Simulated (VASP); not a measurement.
## Sn: single point with PBEsol+D3(BJ)

Sn:

```
Sn
1.0
    -1.82215    1.73046    1.86761
     1.82215   -1.73046    1.86761
     1.82215    1.73046   -1.86761
Sn
1
Direct
  0.00000 0.00000 0.00000
```

This cell differs from its parent crystal: strain -0.0600 x Voigt [0, 0, 1, 0, 0, 0].

```yaml
Program: VASP 6.6.1
Task: single point
Functional: PBEsol
Dispersion: D3(BJ)
Potentials_or_basis: VASP PAW PBE potentials, release 64 (Sn_d)
Cutoff: 520 eV
k_mesh: 24 × 24 × 24
Occupations: gaussian, width 0.15 eV
Spin: no spin polarisation
```

The pressure is 4.3 GPa and the band gap on the k mesh is zero (bands 7 and 8 overlap by 11.88 eV). The dispersion energy per atom is -0.452 eV.

Stress tensor (GPa, compression positive):
```
4.63 0.00 0.00
0.00 3.76 0.00
0.00 0.00 4.42
```

Levels at points of the mesh, in eV from the Fermi level:
```
           k point  band 3  band 4  band 5  band 6  band 7  band 8  band 9  band 10  band 11  band 12
(0.00, 0.00, 0.00)  -21.55  -21.39  -21.34  -12.23    9.02    9.09    9.76    12.07    12.50    12.95
(0.50, 0.00, 0.00)  -21.38  -21.34  -21.23   -6.50   -5.18    3.99    5.72     8.64     8.71    15.30
(0.00, 0.50, 0.00)  -21.40  -21.37  -21.24   -6.93   -5.35    4.78    6.76     9.61     9.62    14.83
(0.50, 0.50, 0.00)  -21.36  -21.34  -21.22   -6.32   -5.10    3.66    5.27     8.23     8.30    16.40
(0.50, 0.50, 0.50)  -21.27  -21.26  -21.24   -1.78   -1.35   -0.85    0.30     3.49     4.35    19.06
```

Run time: 9.2 min on 1 thread of Oxide Virtual Turin-like Processor, with other jobs on the host, peak memory 0.59 GiB.

Caveat: the cell differs from its parent crystal (strain -0.0600 x Voigt [0, 0, 1, 0, 0, 0]); the cell stands under pressure; the PAW data sets were made with another functional, which shifts forces and pressure a little; spin-orbit coupling is left out, which moves the levels of the heavy elements.
